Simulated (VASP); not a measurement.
# SiTe4H (R-3m) in VASP: notebook, part 2 of 2

VASP 6.6.1. Earlier steps stand in the parts before.

**4. Relaxation of cell and atoms, PBE**

This run uses another cell than the first one, of 27.59 Å³/atom.

The input, INCAR:

```
  PREC = Accurate
  ENCUT = 600
  EDIFF = 1E-6
  ISMEAR = 0
  SIGMA = 0.1
  LREAL = F
  LASPH = T
  NELM = 100
  ALGO = Normal
  ISIF = 3
  LWAVE = F
  LCHARG = F
  GGA = PE
  IBRION = 2
  NSW = 90
  EDIFFG = -0.04
```

The input, KPOINTS:

```
Automatic mesh
0
Gamma
  3 3 3
```

The input, POSCAR:

```
SiTe4H
1.0
    3.2792753300      1.8932904900      4.4443087900
   -3.2792753300      1.8932904900      4.4443087900
    0.0000000000     -3.7865809800      4.4443087900
Si Te H
1 4 1
Direct
    0.0000000000      0.0000000000      0.0000000000
    0.8434944300      0.8434944300      0.8434944300
    0.1565055700      0.1565055700      0.1565055700
    0.3495204300      0.3495204300      0.3495204300
    0.6504795700      0.6504795700      0.6504795700
    0.5000000000      0.5000000000      0.5000000000
```

Potentials or basis: VASP PAW PBE potentials, release 64 (Si, Te, H).

Run with:

```console
$ cat potpaw_PBE.64/Si/POTCAR potpaw_PBE.64/Te/POTCAR potpaw_PBE.64/H/POTCAR > POTCAR
$ mpirun -np 1 vasp_std > vasp.out
```

OUTCAR:

```text
PREC = Accurate
   ENCUT = 600
   EDIFF = 1E-6
   ISMEAR = 0
   LREAL = F
   LASPH = T
   NELM = 100
   ISIF = 3
   GGA = PE
   IBRION = 2
   NSW = 90
   EDIFFG = -0.04

 ion  position               nearest neighbor table
   1  0.000  0.000  0.000-   2 2.09   3 2.09
   2  0.843  0.843  0.843-   1 2.09   5 2.57
   3  0.157  0.157  0.157-   1 2.09   4 2.57
   4  0.350  0.350  0.350-   6 2.01   3 2.57
   5  0.650  0.650  0.650-   6 2.01   2 2.57
   6  0.500  0.500  0.500-   4 2.01   5 2.01

  LATTYP: Found a trigonal (rhomboedric) cell.
 ALAT       =     5.8386707554
 COS(alpha) =     0.3691039803

  Lattice vectors:

 A1 = (   3.2792753300,   1.8932904900,   4.4443087900)
 A2 = (  -3.2792753300,   1.8932904900,   4.4443087900)
 A3 = (   0.0000000000,  -3.7865809800,   4.4443087900)

Analysis of symmetry for initial positions (statically):
=====================================================================
 Subroutine PRICEL returns:
 Original cell was already a primitive cell.

 Routine SETGRP: Setting up the symmetry group for a
 trigonal (rhombohedral) supercell.

 Subroutine GETGRP returns: Found 12 space group operations
 (whereof 12 operations were pure point group operations)
 out of a pool of 12 trial point group operations.

The static configuration has the point symmetry D_3d.

Analysis of symmetry for dynamics (positions and initial velocities):
=====================================================================
 Subroutine PRICEL returns:
 Original cell was already a primitive cell.

 Routine SETGRP: Setting up the symmetry group for a
 trigonal (rhombohedral) supercell.

 Subroutine GETGRP returns: Found 12 space group operations
 (whereof 12 operations were pure point group operations)
 out of a pool of 12 trial point group operations.

The dynamic configuration has the point symmetry D_3d.

 Subroutine INISYM returns: Found 12 space group operations
 (whereof 12 operations are pure point group operations),
 and found     1 'primitive' translations

----------------------------------------------------------------------------------------

                                     Primitive cell

  volume of cell :     165.5582

  direct lattice vectors                    reciprocal lattice vectors
     3.279275330  1.893290490  4.444308790     0.152472711  0.088030161  0.075002289
    -3.279275330  1.893290490  4.444308790    -0.152472711  0.088030161  0.075002289
     0.000000000 -3.786580980  4.444308790     0.000000000 -0.176060322  0.075002289

  length of vectors
     5.838670755  5.838670755  5.838670751     0.191370270  0.191370270  0.191370270

  position of ions in fractional coordinates (direct lattice)
     0.000000000  0.000000000  0.000000000
     0.843494430  0.843494430  0.843494430
     0.156505570  0.156505570  0.156505570
     0.349520430  0.349520430  0.349520430
     0.650479570  0.650479570  0.650479570
     0.500000000  0.500000000  0.500000000

  ion indices of the primitive-cell ions
   primitive index   ion index
                 1           1
                 2           2
                 3           3
                 4           4
                 5           5
                 6           6

----------------------------------------------------------------------------------------

 KPOINTS: Automatic mesh

Automatic generation of k-mesh.
 Grid dimensions read from file:
 generate k-points for:    3    3    3

 Generating k-lattice:

  Cartesian coordinates                     Fractional coordinates (reciprocal lattice)
     0.050824237  0.029343387  0.025000763     0.333333333  0.000000000  0.000000000
    -0.050824237  0.029343387  0.025000763     0.000000000  0.333333333  0.000000000
     0.000000000 -0.058686774  0.025000763     0.000000000  0.000000000  0.333333333

  Length of vectors
     0.063790090  0.063790090  0.063790090

  Shift w.r.t. Gamma in fractional coordinates (k-lattice)
     0.000000000  0.000000000  0.000000000

 Subroutine IBZKPT returns following result:
 ===========================================

 Found      6 irreducible k-points:

 Following reciprocal coordinates:
            Coordinates               Weight
  0.000000  0.000000  0.000000      1.000000
  0.333333 -0.000000 -0.000000      6.000000
  0.333333  0.333333 -0.000000      6.000000
 -0.333333  0.333333  0.000000      6.000000
  0.333333  0.333333  0.333333      2.000000
 -0.333333  0.333333  0.333333      6.000000
   k-points           NKPTS =      6   k-points in BZ     NKDIM =      6   number of bands    NBANDS=     18
   number of dos      NEDOS =    301   number of ions     NIONS =      6
   total plane-waves  NPLWV = 110592
   dimension x,y,z NGX =    48 NGY =   48 NGZ =   48
   dimension x,y,z NGXF=    96 NGYF=   96 NGZF=   96
   ions per type =               1   4   1
   NGX,Y,Z   is equivalent  to a cutoff of  13.67, 13.67, 13.67 a.u.
   NGXF,Y,Z  is equivalent  to a cutoff of  27.33, 27.33, 27.33 a.u.
 SYSTEM =  unknown system
   PREC   = accura    normal or accurate (medium, high low for compatibility)
   ISTART =      0    job   : 0-new  1-cont  2-samecut
   ICHARG =      2    charge: 1-file 2-atom 10-const
   ISPIN  =      1    spin polarized calculation?
   LNONCOLLINEAR =      F non collinear calculations
   LSORBIT =      F    spin-orbit coupling
   LASPH  =      T    aspherical Exc in radial PAW
   ENCUT  =  600.0 eV  44.10 Ry    6.64 a.u.  11.66 11.66 11.66*2*pi/ulx,y,z
   NELM   =    100;   NELMIN=  2; NELMDL= -5     # of ELM steps
   EDIFF  = 0.1E-05   stopping-criterion for ELM
   LREAL  =      F    real-space projection
   EDIFFG = -.4E-01   stopping-criterion for IOM
   NSW    =     90    number of steps for IOM
   IBRION =      2    ionic relax: 0-MD 1-quasi-New 2-CG
   NFREE  =      1    steps in history (QN), initial steepest desc. (CG)
   ISIF   =      3    stress and relaxation
   ISYM   =      2    0-nonsym 1-usesym 2-fastsym
   POTIM  = 0.5000    time-step for ionic-motion
   TEBEG  =    0.0;   TEEND  =   0.0 temperature during run
   PSTRESS=    0.0 pullay stress
   NELECT =      29.0000    total number of electrons
   NUPDOWN=      -1.0000    fix difference up-down
   EMIN   =  10.00;   EMAX   =-10.00  energy-range for DOS
   EFERMI =   0.00;   METHOD = LEGACY
   ISMEAR =     0;   SIGMA  =   0.10  broadening in eV -4-tet -1-fermi 0-gaus
   EFERMI_NEDOS =   21; number of points for ismear=-14 and -15
   IALGO  =     38    algorithm
   IMIX   =      4    mixing-type and parameters
     AMIX     =   0.40;   BMIX     =  1.00
     AMIX_MAG =   1.60;   BMIX_MAG =  1.00
  volume/ion in A,a.u.               =      27.59       186.21
  Fermi-wavevector in a.u.,A,eV,Ry     =   0.915990  1.730970 11.415795  0.839037
  Thomas-Fermi vector in A             =   2.040794
   LORBIT       =      0    0 simple, 1 ext, 2 COOP (PROOUT), +10 PAW based schemes
   GGA     = PE    functional components
   LHFCALC =     F    Hartree Fock is set to
   AEXX    =    0.0000 exact exchange contribution
   IVDW    =     0    specifies the selected vdW correction
   LEPSILON=     F    determine dielectric tensor
   LRPA    =     F    only Hartree local field effects (RPA)
 conjugate gradient relaxation of ions
 non-spin polarized calculation
 Gauss-broadening in eV      SIGMA  =   0.10
  energy-cutoff  :      600.00
  volume of cell :      165.56
 maximum number of plane-waves:      5543
 NGX is ok and might be reduce to    48
   NGX = 23   NGY = 23   NGZ = 23

--------------------------------------- Ionic step        1  -------------------------------------------

 number of electron      28.9999999 magnetization

 Free energy of the ion-electron system (eV)
  ---------------------------------------------------
  ext. energy  EPLUGINS =         0.00000000
  ---------------------------------------------------
  free energy    TOTEN  =       -14.36509179 eV

  energy without entropy =      -14.34208079  energy(sigma->0) =      -14.35358629

------------------------ aborting loop because EDIFF is reached ----------------------------------------

  FORCE on cell =-STRESS in cart. coord.  units (eV):
  Direction    XX          YY          ZZ          XY          YZ          ZX
  --------------------------------------------------------------------------------------
  -------------------------------------------------------------------------------------
  Total       -0.3837842     -0.3837842     44.4924219      0.0000000     -0.0000000      0.0000000
  in kB       -3.7140439     -3.7140439    430.5722312      0.0000000     -0.0000000      0.0000000
  external PRESSURE =     141.0480478 kB  Pullay stress =       0.0000000 kB
[... 491 lines left out ...]
      5       0.6305      2.00000
      6       2.1416      2.00000
[... 10 lines left out ...]
     17       8.9961      0.00000
     18       9.2303      0.00000

[... ionic steps 4 to 21 ...]

--------------------------------------- Ionic step       22  -------------------------------------------

 number of electron      29.0000000 magnetization

------------------------ aborting loop because EDIFF is reached ----------------------------------------
[... 75 lines left out ...]
--------------------------------------- Ionic step       24  -------------------------------------------

 number of electron      29.0000000 magnetization

 Free energy of the ion-electron system (eV)
  ---------------------------------------------------
  ext. energy  EPLUGINS =         0.00000000
  ---------------------------------------------------
  free energy    TOTEN  =       -18.84369302 eV

  energy without entropy =      -18.83814886  energy(sigma->0) =      -18.84092094

 E-fermi :   7.2607     XC(G=0):  -9.8992

 val. band max:        7.0544051770   @ k =   0.3333   0.3333  -0.0000
 cond. band min:       7.3624312225   @ k =   0.3333  -0.0000  -0.0000
 fundamental gap:      0.3080260455
 Fermi energy:         7.2607112885
[... 157 lines left out ...]
  FREE ENERGIE OF THE ION-ELECTRON SYSTEM (eV)
  ---------------------------------------------------
  free  energy   TOTEN  =       -18.8436930159 eV

  energy  without entropy=      -18.8381488611  energy(sigma->0) =      -18.84092094

 reached required accuracy - stopping structural energy minimisation
```

CONTCAR:

```text
SiTe4H
   1.00000000000000
     2.7647175089113287    1.5962103955657765    5.3153058203948511
    -2.7647175089113287    1.5962103955657765    5.3153058203948511
    -0.0000000000000000   -3.1924207911315530    5.3153058203948511
  Si              Te              H
     1     4     1
Direct
     0.0000000000000000    0.0000000000000000    0.0000000000000000
     0.8271743167743473    0.8271743167743473    0.8271743167743473
     0.1728256832256528    0.1728256832256528    0.1728256832256528
     0.3768578467807652    0.3768578467807652    0.3768578467807652
     0.6231421532192349    0.6231421532192349    0.6231421532192349
     0.5000000000000000    0.5000000000000000    0.5000000000000000

  0.00000000E+00  0.00000000E+00  0.00000000E+00
  0.00000000E+00  0.00000000E+00  0.00000000E+00
  0.00000000E+00  0.00000000E+00  0.00000000E+00
  0.00000000E+00  0.00000000E+00  0.00000000E+00
  0.00000000E+00  0.00000000E+00  0.00000000E+00
  0.00000000E+00  0.00000000E+00  0.00000000E+00
```

Wall time 8.6 min (1 thread of Intel Xeon Platinum 8488C (Sapphire Rapids), shared host); peak memory 0.35 GiB.

Results:

```
Free energy                           : -18.8437 eV
Relaxed volume                        : 23.46 Å³/atom
Relaxed cell                          : a = 6.200 Å, b = 6.200 Å, c = 6.200 Å, α = 52.96°, β = 52.96°, γ = 52.96°
Space group after relaxing (to 0.1 Å) : R-3m (No. 166)
Pressure after relaxing               : 0.1 GPa
Largest force after relaxing          : 0.006 eV/Å
Band gap on the k mesh                : zero (an odd number of electrons rules out a gap without spin polarisation)
```

Forces on the atoms (eV/Å):
```
Si   0.000  0.000  0.000
Te   0.000  0.000 -0.006
Te   0.000  0.000  0.006
Te   0.000  0.000  0.001
Te   0.000  0.000 -0.001
H    0.000  0.000  0.000
```

Final structure:
```yaml
crystal:
  lattice:
    - [2.76472, 1.59621, 5.31531]
    - [-2.76472, 1.59621, 5.31531]
    - [0.00000, -3.19242, 5.31531]
  atoms:
    - { symbol: Si, position: [0.00000, 0.00000, 0.00000] }
    - { symbol: Te, position: [0.82717, 0.82717, 0.82717] }
    - { symbol: Te, position: [0.17283, 0.17283, 0.17283] }
    - { symbol: Te, position: [0.37686, 0.37686, 0.37686] }
    - { symbol: Te, position: [0.62314, 0.62314, 0.62314] }
    - { symbol: H, position: [0.50000, 0.50000, 0.50000] }
```

Caveat: the k points lie up to 0.46 Å⁻¹ apart in the final cell, too coarse for converged energies and pressures of a metal; spin-orbit coupling is left out, which moves the levels of the heavy elements.

**5. Overview**

| task | cell | cutoff (eV) | gap on the mesh (eV) | pressure (GPa) | largest force (eV/Å) |
| --- | --- | --- | --- | --- | --- |
| single point | a = 6.202 Å, angles 53.0°, 6 atoms, atomic positions A | 520 | none | 0.0 | - |
| single point | a = 5.839 Å, angles 68.3°, 6 atoms, atomic positions B | 520 | none | 14.1 | 3.92 |
| relaxation of cell and atoms | relaxed from a = 5.839 Å, angles 68.3°, 6 atoms, atomic positions B | 600 | none | 0.1 | 0.01 |

Alike in all rows: level PBE; potentials or basis VASP PAW PBE potentials, release 64 (Si, Te, H); no spin polarisation; k mesh 3 × 3 × 3; smearing gaussian 0.1 eV.

Caveats: all runs use coarse meshes; spin-orbit coupling is left out, which moves the levels of the heavy elements; forces of over 1 eV/Å act on the atoms, so gaps and moduli don't describe the material at rest (at least some runs).

Total energies depend on the potentials used, so only differences within one code and one set of settings carry meaning.
